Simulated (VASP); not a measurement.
# ZnO (P6_3mc) in VASP: single point with PBEsol

Aim: the single point of ZnO with PBEsol.

All numbers are computed with VASP 6.6.1; they aren't measurements. Logs are shortened: lines on timing, memory, paths and dates and some standing lists are left out, and cuts for length are marked.

**1. The cell of the first run**

The structure is hexagonal, space group P6_3mc (No. 186). The conventional cell has a = 3.231 Å, b = 3.231 Å, c = 5.216 Å, α = 90.00°, β = 90.00°, γ = 120.00°. Zn (site symmetry 3m) has 4 O at 1.97 to 1.98 Å within 2.6 Å. Within 2.6 Å of O (site symmetry 3m) lie 4 Zn at 1.97 to 1.98 Å.

**2. Single point, PBEsol**

Input file INCAR:

```
SYSTEM = ZnO
PREC = Accurate
ENCUT = 600
EDIFF = 1E-6
ISMEAR = 0
SIGMA = 0.02
LREAL = .FALSE.
LASPH = .TRUE.
NELM = 120
ALGO = Normal
ISIF = 2
LWAVE = .FALSE.
LCHARG = .FALSE.
GGA = PS
NBANDS = 26
GGA_COMPAT = .FALSE.
```

Input file KPOINTS:

```
Automatic mesh
0
G
  15 15 8
  0 0 0
```

Input file POSCAR:

```
ZnO
1.0
    3.2309096837      0.0000000000      0.0000000000
   -1.6154548419      2.7980498635      0.0000000000
    0.0000000000      0.0000000000      5.2156080346
Zn O
2 2
Direct
    0.3333333333      0.6666666667      0.0015299803
    0.6666666667      0.3333333333      0.5015299803
    0.3333333333      0.6666666667      0.3804700197
    0.6666666667      0.3333333333      0.8804700197
```

Potentials or basis: VASP PAW PBE potentials, release 64 (Zn, O).

The run is started by

```console
$ cat potpaw_PBE.64/Zn/POTCAR potpaw_PBE.64/O/POTCAR > POTCAR
$ mpirun -np 1 vasp_std > vasp.out
```

OUTCAR:

```text
SYSTEM = ZnO
   PREC = Accurate
   ENCUT = 600
   EDIFF = 1E-6
   ISMEAR = 0
   LREAL = .FALSE.
   LASPH = .TRUE.
   NELM = 120
   ISIF = 2
   GGA = PS

 ion  position               nearest neighbor table
   1  0.333  0.667  0.002-   4 1.97   4 1.97   4 1.97   3 1.98
   2  0.667  0.333  0.502-   3 1.97   3 1.97   3 1.97   4 1.98
   3  0.333  0.667  0.380-   2 1.97   2 1.97   2 1.97   1 1.98
   4  0.667  0.333  0.880-   1 1.97   1 1.97   1 1.97   2 1.98

  LATTYP: Found a hexagonal cell.
 ALAT       =     3.2309096837
 C/A-ratio  =     1.6142846892

  Lattice vectors:

 A1 = (   3.2309096837,   0.0000000000,   0.0000000000)
 A2 = (  -1.6154548419,   2.7980498635,   0.0000000000)
 A3 = (   0.0000000000,   0.0000000000,   5.2156080346)

Analysis of symmetry for initial positions (statically):
=====================================================================
 Subroutine PRICEL returns:
 Original cell was already a primitive cell.

 Routine SETGRP: Setting up the symmetry group for a
 hexagonal supercell.

 Subroutine GETGRP returns: Found 12 space group operations
 (whereof  6 operations were pure point group operations)
 out of a pool of 24 trial point group operations.

The static configuration has the point symmetry C_3v.
 The point group associated with its full space group is C_6v.

Analysis of symmetry for dynamics (positions and initial velocities):
=====================================================================
 Subroutine PRICEL returns:
 Original cell was already a primitive cell.

 Routine SETGRP: Setting up the symmetry group for a
 hexagonal supercell.

 Subroutine GETGRP returns: Found 12 space group operations
 (whereof  6 operations were pure point group operations)
 out of a pool of 24 trial point group operations.

The dynamic configuration has the point symmetry C_3v.
 The point group associated with its full space group is C_6v.

 Subroutine INISYM returns: Found 12 space group operations
 (whereof  6 operations are pure point group operations),
 and found     1 'primitive' translations

----------------------------------------------------------------------------------------

                                     Primitive cell

  volume of cell :      47.1504

  direct lattice vectors                    reciprocal lattice vectors
     3.230909684  0.000000000  0.000000000     0.309510354  0.178695886  0.000000000
    -1.615454842  2.798049864  0.000000000     0.000000000  0.357391772  0.000000000
     0.000000000  0.000000000  5.215608035     0.000000000  0.000000000  0.191732199

  length of vectors
     3.230909684  3.230909684  5.215608035     0.357391772  0.357391772  0.191732199

  position of ions in fractional coordinates (direct lattice)
     0.333333333  0.666666667  0.001529980
     0.666666667  0.333333333  0.501529980
     0.333333333  0.666666667  0.380470020
     0.666666667  0.333333333  0.880470020

  ion indices of the primitive-cell ions
   primitive index   ion index
                 1           1
                 2           2
                 3           3
                 4           4

----------------------------------------------------------------------------------------

 KPOINTS: Automatic mesh

Automatic generation of k-mesh.
 Grid dimensions read from file:
 generate k-points for:   15   15    8

 Generating k-lattice:

  Cartesian coordinates                     Fractional coordinates (reciprocal lattice)
     0.020634024  0.011913059  0.000000000     0.066666667  0.000000000  0.000000000
     0.000000000  0.023826118  0.000000000     0.000000000  0.066666667  0.000000000
     0.000000000  0.000000000  0.023966525     0.000000000  0.000000000  0.125000000

  Length of vectors
     0.023826118  0.023826118  0.023966525

  Shift w.r.t. Gamma in fractional coordinates (k-lattice)
     0.000000000  0.000000000  0.000000000

 Subroutine IBZKPT returns following result:
 ===========================================

 Found    135 irreducible k-points:

 Following reciprocal coordinates:
            Coordinates               Weight
  0.000000  0.000000  0.000000      1.000000
  0.066667  0.000000  0.000000      6.000000
  0.133333  0.000000  0.000000      6.000000
  0.200000  0.000000  0.000000      6.000000
  0.266667  0.000000  0.000000      6.000000
  0.333333  0.000000  0.000000      6.000000
[... 16 lines left out ...]
  0.333333  0.200000  0.000000     12.000000
  0.400000  0.200000  0.000000      6.000000
 [... further k-points ...]
   k-points           NKPTS =    135   k-points in BZ     NKDIM =    135   number of bands    NBANDS=     26
   number of dos      NEDOS =    301   number of ions     NIONS =      4
   total plane-waves  NPLWV =  32928
   dimension x,y,z NGX =    28 NGY =   28 NGZ =   42
   dimension x,y,z NGXF=    56 NGYF=   56 NGZF=   84
   ions per type =               2   2
   NGX,Y,Z   is equivalent  to a cutoff of  14.41, 14.41, 13.39 a.u.
   NGXF,Y,Z  is equivalent  to a cutoff of  28.81, 28.81, 26.77 a.u.
 SYSTEM =  ZnO
   PREC   = accura    normal or accurate (medium, high low for compatibility)
   ISTART =      0    job   : 0-new  1-cont  2-samecut
   ICHARG =      2    charge: 1-file 2-atom 10-const
   ISPIN  =      1    spin polarized calculation?
   LNONCOLLINEAR =      F non collinear calculations
   LSORBIT =      F    spin-orbit coupling
   LASPH  =      T    aspherical Exc in radial PAW
   ENCUT  =  600.0 eV  44.10 Ry    6.64 a.u.   6.45  6.45 10.42*2*pi/ulx,y,z
   NELM   =    120;   NELMIN=  2; NELMDL= -5     # of ELM steps
   EDIFF  = 0.1E-05   stopping-criterion for ELM
   LREAL  =      F    real-space projection
   EDIFFG = 0.1E-04   stopping-criterion for IOM
   NSW    =      0    number of steps for IOM
   IBRION =     -1    ionic relax: 0-MD 1-quasi-New 2-CG
   NFREE  =      0    steps in history (QN), initial steepest desc. (CG)
   ISIF   =      2    stress and relaxation
   ISYM   =      2    0-nonsym 1-usesym 2-fastsym
   POTIM  = 0.5000    time-step for ionic-motion
   TEBEG  =    0.0;   TEEND  =   0.0 temperature during run
   PSTRESS=    0.0 pullay stress
   NELECT =      36.0000    total number of electrons
   NUPDOWN=      -1.0000    fix difference up-down
   EMIN   =  10.00;   EMAX   =-10.00  energy-range for DOS
   EFERMI =   0.00;   METHOD = LEGACY
   ISMEAR =     0;   SIGMA  =   0.02  broadening in eV -4-tet -1-fermi 0-gaus
   EFERMI_NEDOS =   21; number of points for ismear=-14 and -15
   IALGO  =     38    algorithm
   IMIX   =      4    mixing-type and parameters
     AMIX     =   0.40;   BMIX     =  1.00
     AMIX_MAG =   1.60;   BMIX_MAG =  1.00
  volume/ion in A,a.u.               =      11.79        79.55
  Fermi-wavevector in a.u.,A,eV,Ry     =   1.496284  2.827566 30.461604  2.238865
  Thomas-Fermi vector in A             =   2.608320
   LORBIT       =      0    0 simple, 1 ext, 2 COOP (PROOUT), +10 PAW based schemes
   GGA     = PS    functional components
   LHFCALC =     F    Hartree Fock is set to
   AEXX    =    0.0000 exact exchange contribution
   IVDW    =     0    specifies the selected vdW correction
   LEPSILON=     F    determine dielectric tensor
   LRPA    =     F    only Hartree local field effects (RPA)
 non-spin polarized calculation
 Gauss-broadening in eV      SIGMA  =   0.02
  energy-cutoff  :      600.00
  volume of cell :       47.15
 maximum number of plane-waves:      1599
 NGX is ok and might be reduce to    28
   NGX = 13   NGY = 13   NGZ = 21

 number of electron      36.0000003 magnetization

 Free energy of the ion-electron system (eV)
  ---------------------------------------------------
  ext. energy  EPLUGINS =         0.00000000
  ---------------------------------------------------
  free energy    TOTEN  =       -19.41455293 eV

  energy without entropy =      -19.41455293  energy(sigma->0) =      -19.41455293

 E-fermi :   1.2706     XC(G=0): -11.2370

 val. band max:        1.1391552146   @ k =   0.0000   0.0000   0.0000
 cond. band min:       1.8280506044   @ k =   0.0000   0.0000   0.0000
 fundamental gap:      0.6888953898
 Fermi energy:         1.2705515945

 k-point     1 :       0.0000    0.0000    0.0000
  band No.  band energies     occupation
      1     -16.9849      2.00000
      2     -16.2307      2.00000
      3      -4.6650      2.00000
      4      -4.6257      2.00000
      5      -4.6257      2.00000
      6      -4.5825      2.00000
[... 18 lines left out ...]
     25      15.2543      0.00000
     26      15.2543      0.00000

 k-point     2 :       0.0667    0.0000    0.0000
  band No.  band energies     occupation
      1     -16.9591      2.00000
      2     -16.2190      2.00000
      3      -4.6641      2.00000
      4      -4.6222      2.00000
      5      -4.6109      2.00000
      6      -4.5642      2.00000
[... 18 lines left out ...]
     25      15.1248      0.00000
     26      15.3206      0.00000

 k-point     3 :       0.1333    0.0000    0.0000
  band No.  band energies     occupation
      1     -16.8845      2.00000
      2     -16.1864      2.00000
      3      -4.7461      2.00000
      4      -4.5700      2.00000
      5      -4.5304      2.00000
      6      -4.5219      2.00000
[... 18 lines left out ...]
     25      15.2290      0.00000
     26      15.4334      0.00000

 k-point     4 :       0.2000    0.0000    0.0000
  band No.  band energies     occupation
      1     -16.7702      2.00000
      2     -16.1403      2.00000
      3      -4.8478      2.00000
      4      -4.5313      2.00000
      5      -4.5133      2.00000
      6      -4.4314      2.00000
[... 18 lines left out ...]
     25      14.7866      0.00000
     26      15.4077      0.00000

 k-point     5 :       0.2667    0.0000    0.0000
  band No.  band energies     occupation
      1     -16.6308      2.00000
      2     -16.0916      2.00000
      3      -4.9340      2.00000
      4      -4.5629      2.00000
      5      -4.4553      2.00000
      6      -4.3344      2.00000
[... 18 lines left out ...]
     25      14.4767      0.00000
     26      15.2484      0.00000

 k-point     6 :       0.3333    0.0000    0.0000
  band No.  band energies     occupation
      1     -16.4856      2.00000
      2     -16.0530      2.00000
      3      -4.9750      2.00000
      4      -4.6038      2.00000
      5      -4.4092      2.00000
      6      -4.2218      2.00000
[... 427 lines left out ...]
 k-point    21 :       0.2000    0.2000    0.0000
  band No.  band energies     occupation
      1     -16.4511      2.00000
      2     -16.0447      2.00000
      3      -4.8148      2.00000
      4      -4.6612      2.00000
      5      -4.3579      2.00000
      6      -4.2805      2.00000
[... 18 lines left out ...]
     25      13.0494      0.00000
     26      16.0647      0.00000

 k-point    22 :       0.2667    0.2000    0.0000
  band No.  band energies     occupation
      1     -16.3295      2.00000
      2     -16.0294      2.00000
      3      -4.7477      2.00000
      4      -4.6340      2.00000
      5      -4.3294      2.00000
      6      -4.2054      2.00000
[... 18 lines left out ...]
     25      12.7544      0.00000
     26      15.5967      0.00000

 k-point    23 :       0.3333    0.2000    0.0000
  band No.  band energies     occupation
      1     -16.2313      2.00000
      2     -16.0336      2.00000
      3      -4.7397      2.00000
      4      -4.4914      2.00000
      5      -4.3210      2.00000
      6      -4.1611      2.00000
[... 18 lines left out ...]
     25      13.1398      0.00000
     26      14.9552      0.00000

 k-point    24 :       0.4000    0.2000    0.0000
  band No.  band energies     occupation
      1     -16.1883      2.00000
      2     -16.0432      2.00000
      3      -4.7404      2.00000
      4      -4.3926      2.00000
      5      -4.3264      2.00000
      6      -4.1488      2.00000
[... 18 lines left out ...]
     25      13.7240      0.00000
     26      14.4249      0.00000

 [... further k-points ...]

------------------------ aborting loop because EDIFF is reached ----------------------------------------

  FORCE on cell =-STRESS in cart. coord.  units (eV):
  Direction    XX          YY          ZZ          XY          YZ          ZX
  --------------------------------------------------------------------------------------
  -------------------------------------------------------------------------------------
  Total        0.1192223      0.1192223      0.1229352     -0.0000000      0.0000000      0.0000000
  in kB        4.0511911      4.0511911      4.1773590     -0.0000000      0.0000000      0.0000000
  external PRESSURE =       4.0932471 kB  Pullay stress =       0.0000000 kB

 VOLUME and BASIS-vectors are now :
 -----------------------------------------------------------------------------
  energy-cutoff  :      600.00
  volume of cell :       47.15
      direct lattice vectors                 reciprocal lattice vectors
     3.230909684  0.000000000  0.000000000     0.309510354  0.178695886  0.000000000
    -1.615454842  2.798049864  0.000000000     0.000000000  0.357391772  0.000000000
     0.000000000  0.000000000  5.215608035     0.000000000  0.000000000  0.191732199

 POSITION                                       TOTAL-FORCE (eV/Angst)
 -----------------------------------------------------------------------------------
     -0.00000      1.86537      0.00798        -0.000000     -0.000000      0.000444
      1.61545      0.93268      2.61578        -0.000000      0.000000      0.000444
     -0.00000      1.86537      1.98438         0.000000      0.000000     -0.000444
      1.61545      0.93268      4.59219         0.000000     -0.000000     -0.000444
 -----------------------------------------------------------------------------------
    total drift:                               -0.000000      0.000000     -0.002081

  FREE ENERGIE OF THE ION-ELECTRON SYSTEM (eV)
  ---------------------------------------------------
  free  energy   TOTEN  =       -19.4145529343 eV

  energy  without entropy=      -19.4145529343  energy(sigma->0) =      -19.41455293
```

Wall time 5 min (1 thread of Intel Xeon 8259CL, shared host); peak memory 0.3 GiB.

Results:

| Quantity | Value |
| --- | --- |
| Free energy | -19.4146 eV |
| Pressure | 0.4 GPa |
| Band gap on the k mesh | 0.69 eV |

Caveat: semilocal functionals underestimate gaps, and a narrow one can read as zero; the PAW data sets were made with another functional, which shifts forces and pressure a little. A k mesh can miss the band edges.
